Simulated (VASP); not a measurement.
HgTe:

```
CELL_PARAMETERS angstrom
0.00000 3.13702 3.13702
3.13702 0.00000 3.13702
3.13702 3.13702 0.00000
ATOMIC_POSITIONS crystal
Hg 0.00000 0.00000 0.00000
Te 0.50000 0.50000 0.50000
```

Base run:

```yaml
Program: VASP 6.6.1
Functional: PBEsol
Potentials_or_basis: VASP PAW PBE potentials, release 64 (Hg, Te)
Cutoff: 520 eV
k_mesh: 7 × 7 × 7
Occupations: fermi-dirac, width 0.05 eV
Spin: no spin polarisation
```

Its results: band gap on the k mesh zero (band 9 reaches 3.54 eV, above the bottom of band 10 at 1.44 eV); pressure -5.4 GPa.

**Question.** After a change of settings the same cell gave: band gap on the k mesh zero (band 9 reaches 3.69 eV, above the bottom of band 10 at 1.61 eV); pressure -2.5 GPa. Which change was it?
A. functional from PBEsol to LDA; potentials or basis from VASP PAW PBE potentials, release 64 (Hg, Te) to VASP PAW LDA potentials, release 64 (Hg, Te)
B. functional from PBEsol to PBE
C. functional from PBEsol to r2SCAN; further incar settings from ALGO = Normal; EDIFF = 1e-06; NBANDS = 16 to ALGO = Normal; EDIFF = 1e-07; NBANDS = 16

**Answer.** B.

PBE binds less tightly than PBEsol, so the same cell stands under more pressure.

Caveats: spin-orbit coupling is left out, which moves the levels of the heavy elements; the PAW data sets were made with another functional, which shifts forces and pressure a little (some runs).
